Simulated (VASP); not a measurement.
# BeS (pbe) (F-43m) in VASP: notebook, part 2 of 2

VASP 6.6.1.

## 3. Single point, PBE

This run uses another cell than the first one, of 14.49 Å³/atom, 1.003 times its volume.

The input, INCAR:

```
PREC = Accurate ; ENCUT = 600
EDIFF = 1E-6 ; ISMEAR = 0
SIGMA = 0.02 ; LREAL = False
LASPH = True ; NELM = 120
ALGO = Normal ; ISIF = 2
LWAVE = False ; LCHARG = False
GGA = PE ; NBANDS = 11
GGA_COMPAT = False
```

The input, KPOINTS:

```
Automatic mesh
0
Gamma
  8 8 8
```

The input, POSCAR:

```
BeS
1.0
    0.0000000000      2.4379040400      2.4379040400
    2.4379040400      0.0000000000      2.4379040400
    2.4379040400      2.4379040400      0.0000000000
Be S
1 1
Direct
    0.0000000000      0.0000000000      0.0000000000
    0.2500000000      0.2500000000      0.2500000000
```

Potentials or basis: VASP PAW PBE potentials, release 64 (Be, S).

The run is started by

```console
$ cat potpaw_PBE.64/Be/POTCAR potpaw_PBE.64/S/POTCAR > POTCAR
$ mpirun -np 1 vasp_std > vasp.out
```

OUTCAR:

```text
PREC = Accurate
   ENCUT = 600
   EDIFF = 1E-6
   ISMEAR = 0
   LREAL = False
   LASPH = True
   NELM = 120
   ISIF = 2
   GGA = PE

 ion  position               nearest neighbor table
   1  0.000  0.000  0.000-   2 2.11   2 2.11   2 2.11   2 2.11
   2  0.250  0.250  0.250-   1 2.11   1 2.11   1 2.11   1 2.11

  LATTYP: Found a face centered cubic cell.
 ALAT       =     4.8758080800

  Lattice vectors:

 A1 = (   0.0000000000,   2.4379040400,   2.4379040400)
[... 521 lines left out ...]

------------------------ aborting loop because EDIFF is reached ----------------------------------------

  FORCE on cell =-STRESS in cart. coord.  units (eV):
  Direction    XX          YY          ZZ          XY          YZ          ZX
  --------------------------------------------------------------------------------------
  -------------------------------------------------------------------------------------
  Total        0.0113145      0.0113145      0.0113145     -0.0000000      0.0000000     -0.0000000
  in kB        0.6255585      0.6255585      0.6255585     -0.0000000      0.0000000     -0.0000000
  external PRESSURE =       0.6255585 kB  Pullay stress =       0.0000000 kB

 VOLUME and BASIS-vectors are now :
 -----------------------------------------------------------------------------
  energy-cutoff  :      600.00
  volume of cell :       28.98
      direct lattice vectors                 reciprocal lattice vectors
     0.000000000  2.437904040  2.437904040    -0.205094209  0.205094209  0.205094209
     2.437904040  0.000000000  2.437904040     0.205094209 -0.205094209  0.205094209
     2.437904040  2.437904040  0.000000000     0.205094209  0.205094209 -0.205094209

 POSITION                                       TOTAL-FORCE (eV/Angst)
 -----------------------------------------------------------------------------------
      0.00000      0.00000      0.00000         0.000000      0.000000      0.000000
      1.21895      1.21895      1.21895        -0.000000     -0.000000     -0.000000
 -----------------------------------------------------------------------------------
    total drift:                               -0.000000     -0.000000     -0.000000

  FREE ENERGIE OF THE ION-ELECTRON SYSTEM (eV)
  ---------------------------------------------------
  free  energy   TOTEN  =       -10.0135464084 eV

  energy  without entropy=      -10.0135464084  energy(sigma->0) =      -10.01354641
```

OSZICAR:

```text
N       E                     dE             d eps       ncg     rms          rms(c)
DAV:   1     0.228542393915E+02    0.22854E+02   -0.41808E+03   638   0.701E+02
DAV:   2    -0.886872331509E+01   -0.31723E+02   -0.30537E+02   875   0.123E+02
DAV:   3    -0.101716812744E+02   -0.13030E+01   -0.13005E+01   824   0.250E+01
DAV:   4    -0.101802924092E+02   -0.86111E-02   -0.86098E-02   828   0.230E+00
DAV:   5    -0.101803634496E+02   -0.71040E-04   -0.71040E-04   820   0.199E-01    0.553E+00
DAV:   6    -0.100502592801E+02    0.13010E+00   -0.11891E-01   734   0.163E+00    0.377E+00
DAV:   7    -0.100121517420E+02    0.38108E-01   -0.11236E-01   806   0.176E+00    0.101E+00
DAV:   8    -0.100134006746E+02   -0.12489E-02   -0.65536E-03   827   0.415E-01    0.140E-01
DAV:   9    -0.100134949054E+02   -0.94231E-04   -0.50823E-04   794   0.144E-01    0.280E-02
DAV:  10    -0.100135412464E+02   -0.46341E-04   -0.78147E-05   769   0.503E-02    0.105E-02
DAV:  11    -0.100135461252E+02   -0.48788E-05   -0.17057E-05   802   0.214E-02    0.892E-03
DAV:  12    -0.100135464084E+02   -0.28325E-06   -0.42672E-07   579   0.469E-03
   1 F= -.10013546E+02 E0= -.10013546E+02  d E =-.623147E-36
```

Wall time 4.5 s (1 thread of Intel Xeon 6975P-C (Granite Rapids), shared host); peak memory 0.15 GiB.

What came out:

* Free energy: -10.0135 eV
* Pressure: 0.1 GPa
* Band gap on the k mesh: 3.15 eV, indirect (least direct gap 5.68 eV)

Levels at points of the mesh, in eV from the valence-band top:
```
           k point  band 1  band 2  band 3  band 4  band 5  band 6  band 7  band 8
(0.00, 0.00, 0.00)  -13.59    0.00    0.00    0.00    5.68    5.68    5.68    5.75
(0.50, 0.00, 0.00)  -12.02   -5.69   -1.01   -1.01    5.42    6.57    6.57   11.13
(0.50, 0.50, 0.00)  -11.49   -4.94   -2.59   -2.59    3.15    4.93   12.65   12.65
```

## 4. Relaxation of cell and atoms, PBE

The input, INCAR:

```
SYSTEM = BeS
PREC     = Accurate       ! precision mode
ENCUT    = 600            ! plane-wave cutoff, eV
EDIFF    = 1E-7           ! SCF threshold, eV
ISMEAR   = 0              ! smearing method
SIGMA    = 0.02           ! smearing width, eV
LREAL    = .False.        ! projectors in reciprocal space
LASPH    = .True.         ! aspherical terms in the spheres
NELM     = 120            ! most SCF steps
ALGO     = Normal         ! electronic algorithm
ISIF     = 3              ! what is computed and relaxed
LWAVE    = .False.        ! write WAVECAR
LCHARG   = .False.        ! write CHGCAR
GGA      = PE             ! functional
IBRION   = 2              ! ionic algorithm
NSW      = 100            ! ionic steps
EDIFFG   = -0.002         ! ionic threshold
GGA_COMPAT= .False.      
NELMIN   = 4
```

The input, KPOINTS:

```
Automatic mesh
0
Gamma
  8 8 8
  0 0 0
```

The input, POSCAR:

```
BeS
1.0
    0.0000000000      2.4351516500      2.4351516500
    2.4351516500      0.0000000000      2.4351516500
    2.4351516500      2.4351516500      0.0000000000
Be S
1 1
Direct
    0.0000000000      0.0000000000      0.0000000000
    0.2500000000      0.2500000000      0.2500000000
```

The run is started by

```console
$ cat potpaw_PBE.64/Be/POTCAR potpaw_PBE.64/S/POTCAR > POTCAR
$ mpirun -np 1 vasp_std > vasp.out
```

Run time: 8.2 s. Hardware: 1 thread of Intel Xeon 6975P-C (Granite Rapids), shared host; peak memory 0.15 GiB.

The run converged. Its results:

* Free energy: -10.0135 eV
* Relaxed volume: 14.50 Å³/atom
* Relaxed cell: a = 3.448 Å, b = 3.448 Å, c = 3.448 Å, α = 60.00°, β = 60.00°, γ = 60.00°
* Space group after relaxing (to 0.05 Å): F-43m (No. 216)
* Energy gained by relaxing: 0.1 meV/atom
* Ionic steps: 3
* Pressure after relaxing: 0.0 GPa
* Band gap on the k mesh: 3.15 eV, indirect (least direct gap 5.68 eV)

The path:
```tsv
step	energy change (eV)	largest force (eV/Å)	pressure (GPa)	volume (Å³)
1	0.0000	0.0000	0.37	28.88
2	-0.0001	0.0000	-0.08	29.02
3	-0.0001	0.0000	0.00	29.00
```

Final structure:
```cif
data_structure
_symmetry_space_group_name_H-M 'P 1'
_symmetry_Int_Tables_number 1
_cell_length_a 3.4484
_cell_length_b 3.4484
_cell_length_c 3.4484
_cell_angle_alpha 60.000
_cell_angle_beta 60.000
_cell_angle_gamma 60.000
_cell_volume 29.00
loop_
_atom_site_label
_atom_site_type_symbol
_atom_site_fract_x
_atom_site_fract_y
_atom_site_fract_z
_atom_site_occupancy
Be1 Be 0.00000 0.00000 0.00000 1
S1 S 0.25000 0.25000 0.25000 1
```

Levels at points of the mesh, in eV from the valence-band top:
```tsv
k point	band 2	band 3	band 4	band 5	band 6	band 7
(0.00, 0.00, 0.00)	0.00	0.00	0.00	5.68	5.68	5.68
(0.50, 0.00, 0.00)	-5.68	-1.01	-1.01	5.42	6.57	6.57
(0.50, 0.50, 0.00)	-4.94	-2.58	-2.58	3.15	4.93	12.65
```

## 5. Summary

| task | cell | k mesh | smearing | gap on the mesh (eV) | pressure (GPa) |
| --- | --- | --- | --- | --- | --- |
| single point | a = 3.444 Å, angles 60.0°, 2 atoms | 6 × 6 × 6 | gaussian 0.1 eV | 3.14 | 0.4 |
| single point | a = 3.448 Å, angles 60.0°, 2 atoms | 8 × 8 × 8 | gaussian 0.02 eV | 3.15 | 0.1 |
| relaxation of cell and atoms | relaxed from a = 3.444 Å, angles 60.0°, 2 atoms | 8 × 8 × 8 | gaussian 0.02 eV | 3.15 | 0.0 |

Alike in all rows: level PBE; potentials or basis VASP PAW PBE potentials, release 64 (Be, S); no spin polarisation; cutoff (eV) 600.

Total energies depend on the potentials used, so only differences within one code and one set of settings carry meaning.
